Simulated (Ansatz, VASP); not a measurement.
# Two plane-wave programs on TaN

File INCAR:

```
SYSTEM = TaN
PREC = Accurate
ENCUT = 700
EDIFF = 1E-6
ISMEAR = -1
SIGMA = 0.1
LREAL = .FALSE.
LASPH = .TRUE.
NELM = 120
ALGO = Normal
ISIF = 2
LWAVE = .FALSE.
LCHARG = .FALSE.
GGA = PS
NBANDS = 36
GGA_COMPAT = .FALSE.
```

File KPOINTS:

```
Automatic mesh
0
G
  5 5 8
  0 0 0
```

POSCAR

```
TaN
1.0
    5.0850314903      0.0000000000      0.0000000000
   -2.5425157452      4.4037664487      0.0000000000
    0.0000000000      0.0000000000      2.8486364041
Ta N
3 3
Direct
    0.0000000000      0.0000000000      0.0000000000
    0.3333333333      0.6666666667      0.5000000000
    0.6666666667      0.3333333333      0.5000000000
    0.5000000000      0.0000000000      0.0000000000
    0.5000000000      0.5000000000      0.0000000000
    0.0000000000      0.5000000000      0.0000000000
```

Input for Ansatz:

```yaml
crystal:
  lattice:
    - [5.085031490342479, 0.0, 0.0]
    - [-2.5425157451712397, 4.403766448656744, 0.0]
    - [0.0, 0.0, 2.8486364041448526]
  atoms:
    - { symbol: Ta, position: [0.0, 0.0, 0.0] }
    - { symbol: Ta, position: [0.3333333333333333, 0.6666666666666666, 0.5] }
    - { symbol: Ta, position: [0.6666666666666666, 0.3333333333333333, 0.5] }
    - { symbol: "N", position: [0.5, 0.0, 0.0] }
    - { symbol: "N", position: [0.5, 0.5, 0.0] }
    - { symbol: "N", position: [0.0, 0.5, 0.0] }
basis:
  ecutwfc: 500.0
kpoints:
  mp_grid:
    grid: [5, 5, 8]
hamiltonian:
  xc: pbesol
scf:
  occupations:
    method: fermi_dirac
output:
  stress: true
```

Alike in both runs: task single point; functional PBEsol; k mesh 5 × 5 × 8; no spin polarisation.

```csv
,VASP,Ansatz
version,VASP 6.6.1,Ansatz 0.2.0
potentials or method,"VASP PAW PBE potentials, release 64 (Ta_sv_GW, N), cutoff 700 eV","plane waves, PAW"
occupations,"fermi-dirac, width 0.1 eV",fermi-dirac
valence electrons in the cell,54,54
```

Ansatz gave:

- pressure (GPa): 23.9
- traceless stress, the component that is largest in VASP (GPa): 5.14

Which values does VASP return?

Pressure (GPa): 24.2; traceless stress, the component that is largest in VASP (GPa): 5.34.

VASP's potentials were made for PBE, not for PBEsol.

Spin-orbit coupling is off throughout.
